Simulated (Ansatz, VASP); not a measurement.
Pt: VASP beside Ansatz

The input INCAR:

```
SYSTEM = Pt
PREC     = Accurate       ! precision mode
ENCUT    = 520            ! plane-wave cutoff, eV
EDIFF    = 1E-6           ! SCF threshold, eV
ISMEAR   = -1             ! smearing method
SIGMA    = 0.05           ! smearing width, eV
LREAL    = .False.        ! projectors in reciprocal space
LASPH    = .True.         ! aspherical terms in the spheres
NELM     = 100            ! most SCF steps
ALGO     = Normal         ! electronic algorithm
ISIF     = 2              ! what is computed and relaxed
LWAVE    = .False.        ! write WAVECAR
LCHARG   = .False.        ! write CHGCAR
LDIPOL   = .True.       
IDIPOL   = 3            
DIPOL    = 0.5 0.5 0.500
NBANDS   = 33             ! bands
```

Contents of KPOINTS:

```
regular mesh
0
Gamma
  17 17 1
  0 0 0
```

POSCAR

```
Pt
1.0
    2.7534029158      0.0000000000      0.0000000000
   -1.3767014579      2.3845168720      0.0000000000
    0.0000000000      0.0000000000     24.9926000000
Pt
5
Direct
    0.8333333330      0.1666666670      0.3200952230
    0.1666666670      0.8333333330      0.4100476112
    0.5000000000      0.5000000000      0.5000000000
    0.8333333330      0.1666666670      0.5899523888
    0.1666666670      0.8333333330      0.6799047770
```

Input for Ansatz:

```yaml
crystal:
  lattice:
    - [2.7534029158, 0.0, 0.0]
    - [-1.3767014579, 2.384516872, 0.0]
    - [0.0, 0.0, 24.9926]
  atoms:
    - { symbol: Pt, position: [0.833333333, 0.166666667, 0.320095223] }
    - { symbol: Pt, position: [0.166666667, 0.833333333, 0.4100476112] }
    - { symbol: Pt, position: [0.5, 0.5, 0.5] }
    - { symbol: Pt, position: [0.833333333, 0.166666667, 0.5899523888] }
    - { symbol: Pt, position: [0.166666667, 0.833333333, 0.679904777] }
kpoints:
  mp_grid: { grid: [17, 17, 1] }
scf:
  occupations: { method: fermi_dirac, width: 0.05 }
hamiltonian:
  xc: lda
  pseudopotentials: { kind: all_electron, lapw: { basis_error: 0.001 } }
output:
  forces: true
  stress: true
  eigenvalues: true
  populations: true
  dos: { projected: true, de: 0.2, e_range: [-14, 8] }
efield:
  axis: 3
  amplitude: 0
  dipole_correction: true
```

Alike in both runs: task single point; functional LDA; k mesh 17 × 17 × 1; occupations fermi-dirac, width 0.05 eV; no spin polarisation.

```csv
,VASP,Ansatz
version,VASP 6.6.1,Ansatz 0.2.0
potentials or method,"VASP PAW LDA potentials, release 64 (Pt), cutoff 520 eV","all-electron LAPW, scalar-relativistic"
```

Ansatz gave:

- rms of the force components (eV/Å): 0.095

Task: Which values does VASP return?

Result: rms of the force components (eV/Å): 0.094.

LDA's correlation is that of Perdew and Zunger in VASP and of Perdew and Wang (1992) in Ansatz. Atom by atom the forces differ by 0.009 eV/Å (rms over components). Ansatz ran all-electron here, and VASP with PAW potentials.

Spin-orbit coupling is off throughout.
